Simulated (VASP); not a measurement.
Crystal: SnO2.

```xyz
12
Lattice="-3.2489 3.4145 3.4140 3.2489 -3.4145 3.4140 3.2489 3.4145 -3.4140" Properties=species:S:1:pos:R:3 pbc="T T T"
Sn   -1.6244    1.7072    1.7070
Sn    1.6244    1.7072    1.7070
Sn    3.2489   -1.7072    1.7316
Sn    0.0000    5.1217    1.6824
O     1.6068    1.7072    3.7998
O    -1.6068    1.7072    3.7998
O     0.0000    0.3858    1.6793
O     0.0000    3.0287    1.6793
O     3.2489    0.3858    1.7347
O     4.8557    1.7072   -0.3858
O     3.2489    3.0287    1.7347
O     1.6421    1.7072   -0.3858
```

Base run:

* Program: VASP 6.6.1
* Functional: RPBE
* Potentials or basis: VASP PAW PBE potentials, release 64 (Sn_d, O)
* Cutoff: 520 eV
* k mesh: 5 × 5 × 5
* Occupations: fermi-dirac, width 0.05 eV
* Spin: no spin polarisation

Its results: band gap on the k mesh 0.70 eV; pressure 3.7 GPa; largest force 0.056 eV/Å.

Q: The run is repeated on the same cell with these changes: functional from RPBE to revPBE. What comes out?

A: Band gap on the k mesh 0.68 eV; pressure 2.6 GPa; largest force 0.057 eV/Å.

Caveats: semilocal functionals underestimate gaps, and a narrow one can read as zero; the PAW data sets were made with another functional, which shifts forces and pressure a little; spin-orbit coupling is left out, which moves the levels of the heavy elements; the cell stands under pressure (at least some runs).

